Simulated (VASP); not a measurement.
A run of VASP 6.6.1:

Contents of INCAR:

```
SYSTEM = Si
ALGO     = Normal         ! electronic algorithm
EDIFF    = 1E-7           ! SCF threshold, eV
ENCUT    = 520            ! plane-wave cutoff, eV
GGA      = PS             ! functional
ISIF     = 2              ! what is computed and relaxed
ISMEAR   = 1              ! smearing method
LASPH    = .True.         ! aspherical terms in the spheres
LCHARG   = .False.        ! write CHGCAR
LREAL    = .False.        ! projectors in reciprocal space
LWAVE    = .False.        ! write WAVECAR
NBANDS   = 11             ! bands
NELM     = 80             ! most SCF steps
PREC     = Accurate       ! precision mode
SIGMA    = 0.1            ! smearing width, eV
```

The input KPOINTS:

```
k-points
0
Gamma
  12 12 12
  0 0 0
```

Contents of POSCAR:

```
Si
1.0
   -2.3713720000      2.3713720000      1.3292650000
    2.3713720000     -2.3713720000      1.3292650000
    2.3713720000      2.3713720000     -1.3292650000
Si
2
Direct
    0.2500000000      0.7500000000      0.5000000000
    0.5000000000      0.5000000000      0.0000000000
```

Potentials or basis: VASP PAW PBE potentials, release 64 (Si).

The run is started by

```bash
$ cat potpaw_PBE.64/Si/POTCAR > POTCAR
$ mpirun -np 1 vasp_std > vasp.out
```

Hardware: 1 thread of AMD EPYC 7R13 Processor (Zen 3), with other jobs on the host.

Estimate the wall time of this run.

It took 40 s on 1 thread of AMD EPYC 7R13 Processor (Zen 3), on a shared host, peak memory 0.14 GiB. Counts: scf iterations 11, k points 163.
